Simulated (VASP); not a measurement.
Here is a VASP 6.6.1 calculation.

File INCAR:

```
  PREC = Accurate
  ENCUT = 500
  EDIFF = 1E-6
  ISMEAR = -1
  SIGMA = 0.1
  LREAL = F
  LASPH = T
  NELM = 120
  ALGO = Normal
  ISIF = 2
  LWAVE = F
  LCHARG = F
  GGA = PE
  NBANDS = 26
  GGA_COMPAT = F
```

The input KPOINTS:

```
regular mesh
0
Gamma
  2 2 2
```

Contents of POSCAR:

```
Ir
1.0
    3.8724759300      0.0000000000      0.0000000000
    0.0000000000      3.8724759300      0.0000000000
    0.0000000000      0.0000000000      3.8724759300
Ir
4
Direct
    0.5000000000      0.5000000000      0.0000000000
    0.0000000000      0.0000000000      0.0000000000
    0.5000000000      0.0000000000      0.5000000000
    0.0000000000      0.5000000000      0.5000000000
```

Potentials or basis: VASP PAW PBE potentials, release 64 (Ir).

The run is started by

```bash
$ cat potpaw_PBE.64/Ir/POTCAR > POTCAR
$ mpirun -np 1 vasp_std > vasp.out
```

Question: Predict the band gap on the k mesh.

Answer: Zero (band 18 reaches 11.26 eV, above the bottom of band 19 at 8.56 eV).

Question: Estimate the pressure.

Answer: -8.9 GPa.

Caveat: the k points lie up to 0.81 Å⁻¹ apart; spin-orbit coupling is left out, which moves the levels of the heavy elements.
